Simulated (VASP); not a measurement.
Mn3Ag:

```
Mn Ag
1.0
     3.85515    0.00000    0.00000
     0.00000    3.85515    0.00000
     0.00000    0.00000    3.85515
Mn Ag
3 1
Direct
  0.00000 0.50000 0.50000
  0.50000 0.00000 0.50000
  0.50000 0.50000 0.00000
  0.00000 0.00000 0.00000
```

| Property | Result |
| --- | --- |
| Program | VASP 6.6.1 |
| Task | relaxation of cell and atoms |
| Functional | PBE |
| Potentials or basis | VASP PAW PBE potentials, release 64 (Mn_pv, Ag) |
| Cutoff | 600 eV |
| k mesh | 4 × 4 × 4 |
| Occupations | gaussian, width 0.1 eV |
| Spin | collinear spin, ferromagnetic start |
| Starting moments | [3.77, 3.77, 3.77, 0.12] μB |

At the start: pressure 7.7 GPa; volume 14.32 Å³/atom.

Task: How do energy, volume and symmetry change on relaxing?

Result: Over 3 steps the energy falls by 23.6 meV/atom and the volume is 15.34 Å³/atom (+7.1 %); space group Pm-3m (No. 221, to 0.05 Å); moment 10.89 μB per cell.

The path:
| step | energy change (eV) | largest force (eV/Å) | pressure (GPa) | volume (Å³) |
| --- | --- | --- | --- | --- |
| 1 | 0.0000 | 0.0000 | 7.68 | 57.30 |
| 2 | -0.0769 | 0.0000 | -2.72 | 63.18 |
| 3 | -0.0944 | 0.0000 | -0.22 | 61.36 |

Final structure:
```
CELL_PARAMETERS angstrom
3.94431 0.00000 0.00000
0.00000 3.94431 0.00000
0.00000 0.00000 3.94431
ATOMIC_POSITIONS crystal
Mn 0.00000 0.50000 0.50000
Mn 0.50000 0.00000 0.50000
Mn 0.50000 0.50000 0.00000
Ag 0.00000 0.00000 0.00000
```

Caveat: the k points lie up to 0.40 Å⁻¹ apart in the final cell.
